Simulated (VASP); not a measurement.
Set up this calculation in VASP 6.6.1, as the native input.

| Property | Result |
| --- | --- |
| Task | single point |
| Functional | PBE |
| Dispersion | D3(BJ) |
| Potentials or basis | VASP PAW PBE potentials, release 64 (C, F, H) |
| Cutoff | 520 eV |
| k mesh | 2 × 2 × 1 |
| Occupations | gaussian, width 0.02 eV |
| Spin | no spin polarisation |
| Dipole correction | no |
| Further INCAR settings | LREAL = Auto; ALGO = Normal; EDIFF = 1e-06; NBANDS = 56 |

The structure of HC18F lies in POSCAR:

```
HC18F
1.0
    7.3980000000      0.0000000000      0.0000000000
   -3.6990000000      6.4068560000      0.0000000000
    0.0000000000      0.0000000000     13.0000000000
C F H
18 1 1
Direct
   -0.0134308867     -0.0069231737      0.0728245502
    0.2082943969      0.1025239217      0.0727752417
   -0.0134717730      0.3269487710      0.0726126250
    0.2082580461      0.4358665784      0.0726062169
   -0.0135537234      0.6599368231      0.0726704950
    0.2080759941      0.7690542041      0.0727365650
    0.3196380402     -0.0068761468      0.0727667808
    0.5413905697      0.1024840160      0.0727703177
    0.3197744054      0.3266352574      0.0727107752
    0.5414200764      0.4357648702      0.0727370213
    0.3196591071      0.6599491855      0.0726613248
    0.5412947667      0.7689991723      0.0726292401
    0.6526468030     -0.0069190584      0.0727589819
    0.8747543360      0.1024728167      0.0730364338
    0.6530052297      0.3266449557      0.0727442880
    0.8747599937      0.4358934435      0.0726301741
    0.6529864727      0.6598481225      0.0725999941
    0.8748155577      0.7689173121      0.0726574880
    0.8659838271      0.0728399164      0.3131970696
    0.8690746607      0.0762277122      0.2409518169
```

One way to write it, as run:

INCAR

```
PREC     = Accurate       # precision mode
ENCUT    = 520            # plane-wave cutoff, eV
EDIFF    = 1E-6           # SCF threshold, eV
ISMEAR   = 0              # smearing method
SIGMA    = 0.02           # smearing width, eV
LREAL    = Auto         
LASPH    = T              # aspherical terms in the spheres
NELM     = 80             # most SCF steps
ALGO     = Normal         # electronic algorithm
ISIF     = 2              # what is computed and relaxed
LWAVE    = F              # write WAVECAR
LCHARG   = F              # write CHGCAR
GGA      = PE             # functional
IVDW     = 12             # dispersion correction
NBANDS   = 56             # bands
```

KPOINTS

```
regular mesh
0
Gamma
  2 2 1
```

Potentials or basis: VASP PAW PBE potentials, release 64 (C, F, H).

Command:

```sh
$ cat potpaw_PBE.64/C/POTCAR potpaw_PBE.64/F/POTCAR potpaw_PBE.64/H/POTCAR > POTCAR
$ mpirun -np 1 vasp_std > vasp.out
```

Results of the run:

| Item | Value |
| --- | --- |
| Largest force | 0.287 eV/Å |
| Band gap on the k mesh | 0.13 eV, direct |
| Dispersion energy per atom | -0.085 eV |

Caveat: the k points lie up to 0.49 Å⁻¹ apart.

Run time: 3.4 min on 1 thread of AMD EPYC 7R13 Processor (Zen 3), on a shared host, peak memory 0.61 GiB.
